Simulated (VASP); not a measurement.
# Bi (P2/m) in VASP: a series of runs

Bi is run at these levels: PBEsol; tasks: single point.

All numbers are computed with VASP 6.6.1; they aren't measurements. Logs are shortened: lines on timing, memory, paths and dates and some standing lists are left out, and cuts for length are marked.

### 1 The cell of the first run

It takes space group P2/m (No. 10, monoclinic). The conventional cell has a = 3.285 Å, b = 3.266 Å, c = 6.026 Å, α = 90.00°, β = 90.12°, γ = 90.00°. Within 4.2 Å of Bi (site symmetry m) lie 8 Bi at 3.16 to 3.82 Å.

### 2 Single point, PBEsol (uniaxial strain along c: -4.5 %)

INCAR

```
SYSTEM = Bi
PREC     = Accurate       ! precision mode
ENCUT    = 520            ! plane-wave cutoff, eV
EDIFF    = 1E-7           ! SCF threshold, eV
ISMEAR   = 0              ! smearing method
SIGMA    = 0.1            ! smearing width, eV
LREAL    = .FALSE.        ! projectors in reciprocal space
LASPH    = .TRUE.         ! aspherical terms in the spheres
NELM     = 60             ! most SCF steps
ALGO     = Fast           ! electronic algorithm
ISIF     = 2              ! what is computed and relaxed
LWAVE    = .FALSE.        ! write WAVECAR
LCHARG   = .FALSE.        ! write CHGCAR
GGA      = PS             ! functional
NBANDS   = 22             ! bands
```

KPOINTS

```
Automatic mesh
0
G
  14 14 8
  0 0 0
```

POSCAR

```
Bi
1.0
    3.2847173249      0.0000000000      0.0004077733
    0.0000000000      3.2664648354      0.0000000000
   -0.0134493380      0.0000000000      6.0261789025
Bi
2
Direct
    0.3552207896      0.0000000000      0.2499314875
    0.6447792104      0.0000000000      0.7500685125
```

Potentials or basis: VASP PAW PBE potentials, release 64 (Bi_d).

On the command line:

```console
$ cat potpaw_PBE.64/Bi_d/POTCAR > POTCAR
$ mpirun -np 1 vasp_std > vasp.out
```

OUTCAR:

```text
SYSTEM = Bi
   PREC = Accurate
   ENCUT = 520
   EDIFF = 1E-7
   ISMEAR = 0
   LREAL = .FALSE.
   LASPH = .TRUE.
   NELM = 60
   ISIF = 2
   GGA = PS

 ion  position               nearest neighbor table
   1  0.355  0.000  0.250-   2 3.16   2 3.16   2 3.81   2 3.82
   2  0.645  0.000  0.750-   1 3.16   1 3.16   1 3.81   1 3.82

  LATTYP: Found a simple monoclinic cell.
 ALAT       =     3.2847173502
 B/A-ratio  =     0.9944432008
 C/A-ratio  =     1.8346156665
 COS(beta)  =    -0.0021076707

  Lattice vectors:

 A1 = (   3.2847173249,   0.0000000000,   0.0004077733)
 A2 = (   0.0000000000,   3.2664648354,   0.0000000000)
 A3 = (  -0.0134493380,   0.0000000000,   6.0261789025)

Analysis of symmetry for initial positions (statically):
=====================================================================
 Subroutine PRICEL returns:
 Original cell was already a primitive cell.

 Routine SETGRP: Setting up the symmetry group for a
 simple monoclinic supercell.

 Subroutine GETGRP returns: Found  4 space group operations
 (whereof  4 operations were pure point group operations)
 out of a pool of  4 trial point group operations.

The static configuration has the point symmetry C_2h.

Analysis of symmetry for dynamics (positions and initial velocities):
=====================================================================
 Subroutine PRICEL returns:
 Original cell was already a primitive cell.

 Routine SETGRP: Setting up the symmetry group for a
 simple monoclinic supercell.

 Subroutine GETGRP returns: Found  4 space group operations
 (whereof  4 operations were pure point group operations)
 out of a pool of  4 trial point group operations.

The dynamic configuration has the point symmetry C_2h.

 Subroutine INISYM returns: Found  4 space group operations
 (whereof  4 operations are pure point group operations),
 and found     1 'primitive' translations

----------------------------------------------------------------------------------------

                                     Primitive cell

  volume of cell :      64.6574

  direct lattice vectors                    reciprocal lattice vectors
     3.284717325  0.000000000  0.000407773     0.304440116  0.000000000  0.000679455
     0.000000000  3.266464835  0.000000000     0.000000000  0.306141364  0.000000000
    -0.013449338  0.000000000  6.026178902    -0.000020601  0.000000000  0.165942588

  length of vectors
     3.284717350  3.266464835  6.026193911     0.304440874  0.306141364  0.165942589

  position of ions in fractional coordinates (direct lattice)
     0.355220790  0.000000000  0.249931487
     0.644779210  0.000000000  0.750068513

  ion indices of the primitive-cell ions
   primitive index   ion index
                 1           1
                 2           2

----------------------------------------------------------------------------------------

 KPOINTS: Automatic mesh

Automatic generation of k-mesh.
 Grid dimensions read from file:
 generate k-points for:   14   14    8

 Generating k-lattice:

  Cartesian coordinates                     Fractional coordinates (reciprocal lattice)
     0.021745723  0.000000000  0.000048533     0.071428571  0.000000000  0.000000000
     0.000000000  0.021867240  0.000000000     0.000000000  0.071428571  0.000000000
    -0.000002575  0.000000000  0.020742824     0.000000000  0.000000000  0.125000000

  Length of vectors
     0.021745777  0.021867240  0.020742824

  Shift w.r.t. Gamma in fractional coordinates (k-lattice)
     0.000000000  0.000000000  0.000000000

 Subroutine IBZKPT returns following result:
 ===========================================

 Found    464 irreducible k-points:

 Following reciprocal coordinates:
            Coordinates               Weight
  0.000000  0.000000  0.000000      1.000000
  0.071429  0.000000  0.000000      2.000000
  0.142857  0.000000 -0.000000      2.000000
  0.214286  0.000000  0.000000      2.000000
  0.285714  0.000000  0.000000      2.000000
  0.357143  0.000000 -0.000000      2.000000
[... 16 lines left out ...]
  0.428571  0.142857  0.000000      4.000000
  0.500000  0.142857  0.000000      2.000000
 [... further k-points ...]
   k-points           NKPTS =    464   k-points in BZ     NKDIM =    464   number of bands    NBANDS=     22
   number of dos      NEDOS =    301   number of ions     NIONS =      2
   total plane-waves  NPLWV =  27648
   dimension x,y,z NGX =    24 NGY =   24 NGZ =   48
   dimension x,y,z NGXF=    48 NGYF=   48 NGZF=   96
   ions per type =               2
   NGX,Y,Z   is equivalent  to a cutoff of  12.15, 12.21, 13.24 a.u.
   NGXF,Y,Z  is equivalent  to a cutoff of  24.29, 24.43, 26.48 a.u.
 SYSTEM =  Bi
   PREC   = accura    normal or accurate (medium, high low for compatibility)
   ISTART =      0    job   : 0-new  1-cont  2-samecut
   ICHARG =      2    charge: 1-file 2-atom 10-const
   ISPIN  =      1    spin polarized calculation?
   LNONCOLLINEAR =      F non collinear calculations
   LSORBIT =      F    spin-orbit coupling
   LASPH  =      T    aspherical Exc in radial PAW
   ENCUT  =  520.0 eV  38.22 Ry    6.18 a.u.   6.11  6.07 11.20*2*pi/ulx,y,z
   NELM   =     60;   NELMIN=  2; NELMDL= -5     # of ELM steps
   EDIFF  = 0.1E-06   stopping-criterion for ELM
   LREAL  =      F    real-space projection
   EDIFFG = 0.1E-05   stopping-criterion for IOM
   NSW    =      0    number of steps for IOM
   IBRION =     -1    ionic relax: 0-MD 1-quasi-New 2-CG
   NFREE  =      0    steps in history (QN), initial steepest desc. (CG)
   ISIF   =      2    stress and relaxation
   ISYM   =      2    0-nonsym 1-usesym 2-fastsym
   POTIM  = 0.5000    time-step for ionic-motion
   TEBEG  =    0.0;   TEEND  =   0.0 temperature during run
   PSTRESS=    0.0 pullay stress
   NELECT =      30.0000    total number of electrons
   NUPDOWN=      -1.0000    fix difference up-down
   EMIN   =  10.00;   EMAX   =-10.00  energy-range for DOS
   EFERMI =   0.00;   METHOD = LEGACY
   ISMEAR =     0;   SIGMA  =   0.10  broadening in eV -4-tet -1-fermi 0-gaus
   EFERMI_NEDOS =   21; number of points for ismear=-14 and -15
   IALGO  =     68    algorithm
   IMIX   =      4    mixing-type and parameters
     AMIX     =   0.40;   BMIX     =  1.00
     AMIX_MAG =   1.60;   BMIX_MAG =  1.00
  volume/ion in A,a.u.               =      32.33       218.16
  Fermi-wavevector in a.u.,A,eV,Ry     =   1.267387  2.395014 21.854623  1.606269
  Thomas-Fermi vector in A             =   2.400538
   LORBIT       =      0    0 simple, 1 ext, 2 COOP (PROOUT), +10 PAW based schemes
   GGA     = PS    functional components
   LHFCALC =     F    Hartree Fock is set to
   AEXX    =    0.0000 exact exchange contribution
   IVDW    =     0    specifies the selected vdW correction
   LEPSILON=     F    determine dielectric tensor
   LRPA    =     F    only Hartree local field effects (RPA)
 non-spin polarized calculation
 RMM-DIIS sequential band-by-band and
 Gauss-broadening in eV      SIGMA  =   0.10
  energy-cutoff  :      520.00
  volume of cell :       64.66
 maximum number of plane-waves:      1772
   NGX = 13   NGY = 13   NGZ = 23

 number of electron      29.9999999 magnetization

 Free energy of the ion-electron system (eV)
  ---------------------------------------------------
  ext. energy  EPLUGINS =         0.00000000
  ---------------------------------------------------
  free energy    TOTEN  =        -8.54265621 eV

  energy without entropy =       -8.53776570  energy(sigma->0) =       -8.54021096

 E-fermi :   7.2450     XC(G=0): -10.1571

 val. band max:        7.2413155342   @ k =   0.1429   0.3571   0.5000
 cond. band min:       7.2527104193   @ k =   0.1429   0.3571   0.5000
 fundamental gap:      0.0113948851
 Fermi energy:         7.2450452382

 k-point     1 :       0.0000    0.0000    0.0000
  band No.  band energies     occupation
      1     -15.7787      2.00000
      2     -15.7426      2.00000
      3     -15.7275      2.00000
      4     -15.5435      2.00000
      5     -15.5388      2.00000
      6     -15.5224      2.00000
[... 14 lines left out ...]
     21      15.6956      0.00000
     22      16.8547      0.00000

 k-point     2 :       0.0714    0.0000    0.0000
  band No.  band energies     occupation
      1     -15.7775      2.00000
      2     -15.7318      2.00000
      3     -15.7156      2.00000
      4     -15.5428      2.00000
      5     -15.5426      2.00000
      6     -15.5196      2.00000
[... 14 lines left out ...]
     21      16.1354      0.00000
     22      16.3730      0.00000

 k-point     3 :       0.1429    0.0000   -0.0000
  band No.  band energies     occupation
      1     -15.7740      2.00000
      2     -15.7028      2.00000
      3     -15.6827      2.00000
      4     -15.5535      2.00000
      5     -15.5407      2.00000
      6     -15.5102      2.00000
[... 14 lines left out ...]
     21      16.5120      0.00000
     22      17.0175      0.00000

 k-point     4 :       0.2143    0.0000    0.0000
  band No.  band energies     occupation
      1     -15.7689      2.00000
      2     -15.6660      2.00000
      3     -15.6357      2.00000
      4     -15.5694      2.00000
      5     -15.5376      2.00000
      6     -15.5251      2.00000
[... 14 lines left out ...]
     21      16.8504      0.00000
     22      17.5083      0.00000

 k-point     5 :       0.2857    0.0000    0.0000
  band No.  band energies     occupation
      1     -15.7632      2.00000
      2     -15.6354      2.00000
      3     -15.5874      2.00000
      4     -15.5834      2.00000
      5     -15.5476      2.00000
      6     -15.5341      2.00000
[... 14 lines left out ...]
     21      17.1916      0.00000
     22      17.9606      0.00000

 k-point     6 :       0.3571    0.0000   -0.0000
  band No.  band energies     occupation
      1     -15.7579      2.00000
      2     -15.6171      2.00000
      3     -15.6041      2.00000
      4     -15.5672      2.00000
      5     -15.5356      2.00000
      6     -15.5310      2.00000
[... 14 lines left out ...]
     21      17.6219      0.00000
     22      18.4415      0.00000

 k-point     7 :       0.4286    0.0000    0.0000
  band No.  band energies     occupation
      1     -15.7543      2.00000
      2     -15.6160      2.00000
      3     -15.6084      2.00000
      4     -15.5803      2.00000
      5     -15.5287      2.00000
      6     -15.5138      2.00000
[... 324 lines left out ...]
      6     -15.5233      2.00000
[... 14 lines left out ...]
     21      16.7474      0.00000
     22      17.2977      0.00000

 k-point    21 :       0.2857    0.1429    0.0000
  band No.  band energies     occupation
      1     -15.7297      2.00000
      2     -15.5870      2.00000
      3     -15.5854      2.00000
      4     -15.5646      2.00000
      5     -15.5545      2.00000
      6     -15.5449      2.00000
[... 14 lines left out ...]
     21      16.3153      0.00000
     22      17.2892      0.00000

 k-point    22 :       0.3571    0.1429   -0.0000
  band No.  band energies     occupation
      1     -15.7244      2.00000
      2     -15.6020      2.00000
      3     -15.5660      2.00000
      4     -15.5641      2.00000
      5     -15.5495      2.00000
      6     -15.5225      2.00000
[... 14 lines left out ...]
     21      16.0853      0.00000
     22      17.3093      0.00000

 k-point    23 :       0.4286    0.1429    0.0000
  band No.  band energies     occupation
      1     -15.7207      2.00000
      2     -15.6137      2.00000
      3     -15.5788      2.00000
      4     -15.5543      2.00000
      5     -15.5473      2.00000
      6     -15.5332      2.00000
[... 14 lines left out ...]
     21      16.6409      0.00000
     22      16.8782      0.00000

 k-point    24 :       0.5000    0.1429    0.0000
  band No.  band energies     occupation
      1     -15.7193      2.00000
      2     -15.6179      2.00000
      3     -15.5834      2.00000
      4     -15.5517      2.00000
      5     -15.5465      2.00000
      6     -15.5371      2.00000
[... 14 lines left out ...]
     21      16.6392      0.00000
     22      16.9603      0.00000

 [... further k-points ...]

------------------------ aborting loop because EDIFF is reached ----------------------------------------

  FORCE on cell =-STRESS in cart. coord.  units (eV):
  Direction    XX          YY          ZZ          XY          YZ          ZX
  --------------------------------------------------------------------------------------
  -------------------------------------------------------------------------------------
  Total        0.1997406     -0.3715709      1.2109626      0.0000000      0.0000000      0.0040066
  in kB        4.9494705     -9.2073387     30.0070428      0.0000000      0.0000000      0.0992807
  external PRESSURE =       8.5830582 kB  Pullay stress =       0.0000000 kB

 VOLUME and BASIS-vectors are now :
 -----------------------------------------------------------------------------
  energy-cutoff  :      520.00
  volume of cell :       64.66
      direct lattice vectors                 reciprocal lattice vectors
     3.284717325  0.000000000  0.000407773     0.304440116  0.000000000  0.000679455
     0.000000000  3.266464835  0.000000000     0.000000000  0.306141364  0.000000000
    -0.013449338  0.000000000  6.026178902    -0.000020601  0.000000000  0.165942588

 POSITION                                       TOTAL-FORCE (eV/Angst)
 -----------------------------------------------------------------------------------
      1.16344      0.00000      1.50628        -0.058329      0.000000     -0.000653
      2.10783      0.00000      4.52031         0.058329     -0.000000      0.000653
 -----------------------------------------------------------------------------------
    total drift:                               -0.000000     -0.000000     -0.000000

  FREE ENERGIE OF THE ION-ELECTRON SYSTEM (eV)
  ---------------------------------------------------
  free  energy   TOTEN  =        -8.5426562132 eV

  energy  without entropy=       -8.5377656985  energy(sigma->0) =       -8.54021096
```

Wall time 3.2 min (1 thread of Intel Xeon 6975P-C (Granite Rapids), shared host); peak memory 0.56 GiB.

Results:

```yaml
Free_energy: -8.5427 eV
Pressure: 0.9 GPa
Largest_force: 0.058 eV/Å
Band_gap_on_the_k_mesh: zero (bands 15 and 16 overlap by 6.05 eV)
```

Forces on the atoms (eV/Å):
```
Bi  -0.058  0.000 -0.001
Bi   0.058  0.000  0.001
```

Caveat: the cell differs from its parent crystal (uniaxial strain along c: -4.5 %); the PAW data sets were made with another functional, which shifts forces and pressure a little; spin-orbit coupling is left out, which moves the levels of the heavy elements.

[end of part 1 of 2]
